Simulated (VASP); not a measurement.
# Ge (Im-3m) in VASP: a series of runs

Runs on Ge. Level: PBE. Tasks: single point.

Everything below comes from runs of VASP 6.6.1. Logs are shortened: lines on timing, memory, paths and dates and some standing lists are left out, and cuts for length are marked.

## 1. The cell of the first run

Symmetry: Im-3m, No. 229, cubic system. Conventional cell: a = 2.853 Å, b = 2.853 Å, c = 2.853 Å, α = 90.00°, β = 90.00°, γ = 90.00°. Within 3.3 Å of Ge (site symmetry m-3m) lie 14 Ge at 2.47 to 2.85 Å.

## 2. Single point, PBE (volume scaled by 0.6)

Contents of INCAR:

```
  PREC = Accurate
  ENCUT = 520
  EDIFF = 1E-6
  ISMEAR = -1
  SIGMA = 0.08
  LREAL = F
  LASPH = T
  NELM = 100
  ALGO = Normal
  ISIF = 2
  LWAVE = F
  LCHARG = F
  GGA = PE
  NBANDS = 13
```

Contents of KPOINTS:

```
Automatic mesh
0
Gamma
  16 16 16
```

Contents of POSCAR:

```
Ge
1.0
   -1.4265801743      1.4265801743      1.4265801743
    1.4265801743     -1.4265801743      1.4265801743
    1.4265801743      1.4265801743     -1.4265801743
Ge
1
Direct
    0.0000000000      0.0000000000      0.0000000000
```

Potentials or basis: VASP PAW PBE potentials, release 64 (Ge_d).

Run with:

```
$ cat potpaw_PBE.64/Ge_d/POTCAR > POTCAR
$ mpirun -np 1 vasp_std > vasp.out
```

OUTCAR:

```text
PREC = Accurate
   ENCUT = 520
   EDIFF = 1E-6
   ISMEAR = -1
   LREAL = F
   LASPH = T
   NELM = 100
   ISIF = 2
   GGA = PE

 ion  position               nearest neighbor table
   1  0.000  0.000  0.000-

  LATTYP: Found a body centered cubic cell.
 ALAT       =     2.8531603486

  Lattice vectors:

 A1 = (  -1.4265801743,   1.4265801743,   1.4265801743)
 A2 = (   1.4265801743,  -1.4265801743,   1.4265801743)
 A3 = (   1.4265801743,   1.4265801743,  -1.4265801743)

Analysis of symmetry for initial positions (statically):
=====================================================================
 Subroutine PRICEL returns:
 Original cell was already a primitive cell.

 Routine SETGRP: Setting up the symmetry group for a
 body centered cubic supercell.

 Subroutine GETGRP returns: Found 48 space group operations
 (whereof 48 operations were pure point group operations)
 out of a pool of 48 trial point group operations.

The static configuration has the point symmetry O_h .

Analysis of symmetry for dynamics (positions and initial velocities):
=====================================================================
 Subroutine PRICEL returns:
 Original cell was already a primitive cell.

 Routine SETGRP: Setting up the symmetry group for a
 body centered cubic supercell.

 Subroutine GETGRP returns: Found 48 space group operations
 (whereof 48 operations were pure point group operations)
 out of a pool of 48 trial point group operations.

The dynamic configuration has the point symmetry O_h .

 Subroutine INISYM returns: Found 48 space group operations
 (whereof 48 operations are pure point group operations),
 and found     1 'primitive' translations

----------------------------------------------------------------------------------------

                                     Primitive cell

  volume of cell :      11.6131

  direct lattice vectors                    reciprocal lattice vectors
    -1.426580174  1.426580174  1.426580174     0.000000000  0.350488538  0.350488538
     1.426580174 -1.426580174  1.426580174     0.350488538  0.000000000  0.350488538
     1.426580174  1.426580174 -1.426580174     0.350488538  0.350488538  0.000000000

  length of vectors
     2.470909343  2.470909343  2.470909343     0.495665644  0.495665644  0.495665644

  position of ions in fractional coordinates (direct lattice)
     0.000000000  0.000000000  0.000000000

  ion indices of the primitive-cell ions
   primitive index   ion index
                 1           1

----------------------------------------------------------------------------------------

 KPOINTS: Automatic mesh

Automatic generation of k-mesh.
 Grid dimensions read from file:
 generate k-points for:   16   16   16

 Generating k-lattice:

  Cartesian coordinates                     Fractional coordinates (reciprocal lattice)
     0.000000000  0.021905534  0.021905534     0.062500000  0.000000000  0.000000000
     0.021905534  0.000000000  0.021905534     0.000000000  0.062500000  0.000000000
     0.021905534  0.021905534  0.000000000     0.000000000  0.000000000  0.062500000

  Length of vectors
     0.030979103  0.030979103  0.030979103

  Shift w.r.t. Gamma in fractional coordinates (k-lattice)
     0.000000000  0.000000000  0.000000000

 Subroutine IBZKPT returns following result:
 ===========================================

 Found    145 irreducible k-points:

 Following reciprocal coordinates:
            Coordinates               Weight
  0.000000  0.000000  0.000000      1.000000
  0.062500  0.000000  0.000000     12.000000
  0.125000  0.000000  0.000000     12.000000
  0.187500  0.000000  0.000000     12.000000
  0.250000  0.000000  0.000000     12.000000
  0.312500  0.000000  0.000000     12.000000
[... 16 lines left out ...]
  0.187500  0.187500  0.000000     24.000000
  0.250000  0.187500  0.000000     48.000000
 [... further k-points ...]
   k-points           NKPTS =    145   k-points in BZ     NKDIM =    145   number of bands    NBANDS=     13
   number of dos      NEDOS =    301   number of ions     NIONS =      1
   total plane-waves  NPLWV =   5832
   dimension x,y,z NGX =    18 NGY =   18 NGZ =   18
   dimension x,y,z NGXF=    36 NGYF=   36 NGZF=   36
   ions per type =               1
   NGX,Y,Z   is equivalent  to a cutoff of  12.11, 12.11, 12.11 a.u.
   NGXF,Y,Z  is equivalent  to a cutoff of  24.22, 24.22, 24.22 a.u.
 SYSTEM =  unknown system
   PREC   = accura    normal or accurate (medium, high low for compatibility)
   ISTART =      0    job   : 0-new  1-cont  2-samecut
   ICHARG =      2    charge: 1-file 2-atom 10-const
   ISPIN  =      1    spin polarized calculation?
   LNONCOLLINEAR =      F non collinear calculations
   LSORBIT =      F    spin-orbit coupling
   LASPH  =      T    aspherical Exc in radial PAW
   ENCUT  =  520.0 eV  38.22 Ry    6.18 a.u.   4.59  4.59  4.59*2*pi/ulx,y,z
   NELM   =    100;   NELMIN=  2; NELMDL= -5     # of ELM steps
   EDIFF  = 0.1E-05   stopping-criterion for ELM
   LREAL  =      F    real-space projection
   EDIFFG = 0.1E-04   stopping-criterion for IOM
   NSW    =      0    number of steps for IOM
   IBRION =     -1    ionic relax: 0-MD 1-quasi-New 2-CG
   NFREE  =      0    steps in history (QN), initial steepest desc. (CG)
   ISIF   =      2    stress and relaxation
   ISYM   =      2    0-nonsym 1-usesym 2-fastsym
   POTIM  = 0.5000    time-step for ionic-motion
   TEBEG  =    0.0;   TEEND  =   0.0 temperature during run
   PSTRESS=    0.0 pullay stress
   NELECT =      14.0000    total number of electrons
   NUPDOWN=      -1.0000    fix difference up-down
   EMIN   =  10.00;   EMAX   =-10.00  energy-range for DOS
   EFERMI =   0.00;   METHOD = LEGACY
   ISMEAR =    -1;   SIGMA  =   0.08  broadening in eV -4-tet -1-fermi 0-gaus
   EFERMI_NEDOS =   21; number of points for ismear=-14 and -15
   IALGO  =     38    algorithm
   IMIX   =      4    mixing-type and parameters
     AMIX     =   0.40;   BMIX     =  1.00
     AMIX_MAG =   1.60;   BMIX_MAG =  1.00
  volume/ion in A,a.u.               =      11.61        78.37
  Fermi-wavevector in a.u.,A,eV,Ry     =   1.742347  3.292558 41.304202  3.035773
  Thomas-Fermi vector in A             =   2.814629
   LORBIT       =      0    0 simple, 1 ext, 2 COOP (PROOUT), +10 PAW based schemes
   GGA     = PE    functional components
   LHFCALC =     F    Hartree Fock is set to
   AEXX    =    0.0000 exact exchange contribution
   IVDW    =     0    specifies the selected vdW correction
   LEPSILON=     F    determine dielectric tensor
   LRPA    =     F    only Hartree local field effects (RPA)
 non-spin polarized calculation
  energy-cutoff  :      520.00
  volume of cell :       11.61
 maximum number of plane-waves:       327
   NGX =  9   NGY =  9   NGZ =  9

 number of electron      13.9999977 magnetization

 Free energy of the ion-electron system (eV)
  ---------------------------------------------------
  ext. energy  EPLUGINS =         0.00000000
  ---------------------------------------------------
  free energy    TOTEN  =        -2.64672278 eV

  energy without entropy =       -2.63784958  energy(sigma->0) =       -2.64228618

 E-fermi :  13.3574     XC(G=0): -13.9732

 val. band max:       13.3022386007   @ k =  -0.3125   0.3125   0.0625
 cond. band min:      13.3839234946   @ k =  -0.2500   0.4375   0.0625
 fundamental gap:      0.0816848938
 Fermi energy:        13.3573753211

 k-point     1 :       0.0000    0.0000    0.0000
  band No.  band energies     occupation
      1     -12.0054      2.00000
      2     -12.0054      2.00000
      3     -12.0054      2.00000
      4     -11.6839      2.00000
      5     -11.6839      2.00000
      6      -4.9468      2.00000
      7      28.9990      0.00000
      8      28.9990      0.00000
      9      28.9991      0.00000
     10      32.8758      0.00000
     11      32.8759      0.00000
     12      32.8760      0.00000
     13      32.9414      0.00000

 k-point     2 :       0.0625    0.0000    0.0000
  band No.  band energies     occupation
      1     -12.0108      2.00000
      2     -12.0012      2.00000
      3     -11.9863      2.00000
      4     -11.6894      2.00000
      5     -11.6839      2.00000
      6      -4.7983      2.00000
      7      27.1900      0.00000
      8      27.9368      0.00000
      9      28.5931      0.00000
     10      31.0062      0.00000
     11      31.0758      0.00000
     12      32.4436      0.00000
     13      34.0388      0.00000

 k-point     3 :       0.1250    0.0000    0.0000
  band No.  band energies     occupation
      1     -12.0262      2.00000
      2     -11.9919      2.00000
      3     -11.9318      2.00000
      4     -11.7040      2.00000
      5     -11.6841      2.00000
      6      -4.3507      2.00000
      7      23.6734      0.00000
      8      26.1673      0.00000
      9      27.5126      0.00000
     10      29.3772      0.00000
     11      29.9602      0.00000
     12      32.3795      0.00000
     13      34.9106      0.00000
[... 305 lines left out ...]
 k-point    23 :       0.1875    0.1875    0.0000
  band No.  band energies     occupation
      1     -12.0741      2.00000
      2     -11.9851      2.00000
      3     -11.7423      2.00000
      4     -11.7181      2.00000
      5     -11.6569      2.00000
      6      -0.8683      2.00000
      7      15.3870      0.00000
      8      16.0514      0.00000
      9      22.2480      0.00000
     10      30.0211      0.00000
     11      30.2549      0.00000
     12      35.7238      0.00000
     13      38.1820      0.00000

 k-point    24 :       0.2500    0.1875    0.0000
  band No.  band energies     occupation
      1     -12.0887      2.00000
      2     -11.9804      2.00000
      3     -11.7342      2.00000
      4     -11.7202      2.00000
      5     -11.6166      2.00000
      6       0.6517      2.00000
      7      12.5181      1.99994
      8      14.8724      0.00000
      9      21.4305      0.00000
     10      29.4939      0.00000
     11      31.4179      0.00000
     12      36.0363      0.00000
     13      40.5530      0.00000

 [... further k-points ...]
[... 5 lines left out ...]
  --------------------------------------------------------------------------------------
  -------------------------------------------------------------------------------------
  Total        7.4681278      7.4681278      7.4681278      0.0000000      0.0000000     -0.0000000
  in kB     1030.3239101   1030.3239101   1030.3239101      0.0000000      0.0000000     -0.0000000
  external PRESSURE =    1030.3239101 kB  Pullay stress =       0.0000000 kB

 VOLUME and BASIS-vectors are now :
 -----------------------------------------------------------------------------
  energy-cutoff  :      520.00
  volume of cell :       11.61
      direct lattice vectors                 reciprocal lattice vectors
    -1.426580174  1.426580174  1.426580174     0.000000000  0.350488538  0.350488538
     1.426580174 -1.426580174  1.426580174     0.350488538  0.000000000  0.350488538
     1.426580174  1.426580174 -1.426580174     0.350488538  0.350488538  0.000000000

 POSITION                                       TOTAL-FORCE (eV/Angst)
 -----------------------------------------------------------------------------------
      0.00000      0.00000      0.00000        -0.000000     -0.000000     -0.000000
 -----------------------------------------------------------------------------------
    total drift:                                0.000000     -0.000000      0.000000

  FREE ENERGIE OF THE ION-ELECTRON SYSTEM (eV)
  ---------------------------------------------------
  free  energy   TOTEN  =        -2.6467227788 eV

  energy  without entropy=       -2.6378495774  energy(sigma->0) =       -2.64228618
```

Wall time 8.8 s (1 thread of Intel Xeon 6975P-C, shared host); peak memory 0.13 GiB.

Results:

- Free energy: -2.6467 eV
- Pressure: 103.0 GPa
- Band gap on the k mesh: zero (band 7 reaches 29.00 eV, above the bottom of band 8 at 8.15 eV)

## 3. Single point, PBE (volume scaled by 0.68)

Contents of INCAR:

```
SYSTEM = Ge
PREC = Accurate
ENCUT = 520
EDIFF = 1E-6
ISMEAR = -1
SIGMA = 0.08
LREAL = .False.
LASPH = .True.
NELM = 80
ALGO = Normal
ISIF = 2
LWAVE = .False.
LCHARG = .True.
GGA = PE
LELF = .True.
LVHAR = .True.
NBANDS = 13
```

Contents of KPOINTS:

```
Automatic mesh
0
Gamma
  16 16 16
  0 0 0
```

Contents of POSCAR:

```
Ge
1.0
   -1.4873576275      1.4873576275      1.4873576275
    1.4873576275     -1.4873576275      1.4873576275
    1.4873576275      1.4873576275     -1.4873576275
Ge
1
Direct
    0.0000000000      0.0000000000      0.0000000000
```

Potentials or basis: VASP PAW PBE potentials, release 64 (Ge_d).

Run with:

```
$ cat potpaw_PBE.64/Ge_d/POTCAR > POTCAR
$ mpirun -np 1 vasp_std > vasp.out
```

Run time: 9.9 s. Hardware: 1 thread of Intel Xeon 6975P-C, shared host; peak memory 0.14 GiB.

Results (log left out):

| Quantity | Value |
| --- | --- |
| Free energy | -3.4054 eV |
| Pressure | 57.6 GPa |
| Band gap on the k mesh | zero (band 7 reaches 25.04 eV, above the bottom of band 8 at 6.83 eV) |

Levels at points of the mesh, in eV from the Fermi level:
| k point | band 5 | band 6 | band 7 | band 8 | band 9 | band 10 |
| --- | --- | --- | --- | --- | --- | --- |
| (0.00, 0.00, 0.00) | -24.87 | -16.75 | 13.67 | 13.67 | 13.67 | 18.16 |
| (0.50, 0.00, 0.00) | -24.73 | -8.11 | -7.77 | 6.17 | 8.70 | 11.06 |
| (0.50, 0.50, 0.50) | -24.76 | -0.90 | -0.90 | -0.90 | 0.45 | 4.00 |
